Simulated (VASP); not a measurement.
A run of VASP 6.6.1:

Contents of INCAR:

```
PREC = Accurate
ENCUT = 600
EDIFF = 1E-6
ISMEAR = -1
SIGMA = 0.05
LREAL = False
LASPH = True
NELM = 100
ALGO = Normal
ISIF = 3
LWAVE = False
LCHARG = False
GGA = RE
IBRION = 2
NSW = 80
EDIFFG = -0.005
```

File KPOINTS:

```
regular mesh
0
Gamma
  12 12 12
```

Contents of POSCAR:

```
W
1.0
   -1.5823450000      1.5823450000      1.5823450000
    1.5823450000     -1.5823450000      1.5823450000
    1.5823450000      1.5823450000     -1.5823450000
W
1
Direct
    0.0000000000      0.0000000000      0.0000000000
```

Potentials or basis: VASP PAW PBE potentials, release 64 (W_sv).

Run with:

```sh
$ cat potpaw_PBE.64/W_sv/POTCAR > POTCAR
$ mpirun -np 1 vasp_std > vasp.out
```

Hardware: 1 thread of Intel Xeon 6975P-C, on a shared host.

Problem. How long does it take, and how much memory?

Solution. It took 23 s on 1 thread of Intel Xeon 6975P-C (shared host), peak memory 0.16 GiB. Counts: scf iterations 32, k points 72, ion steps 4.
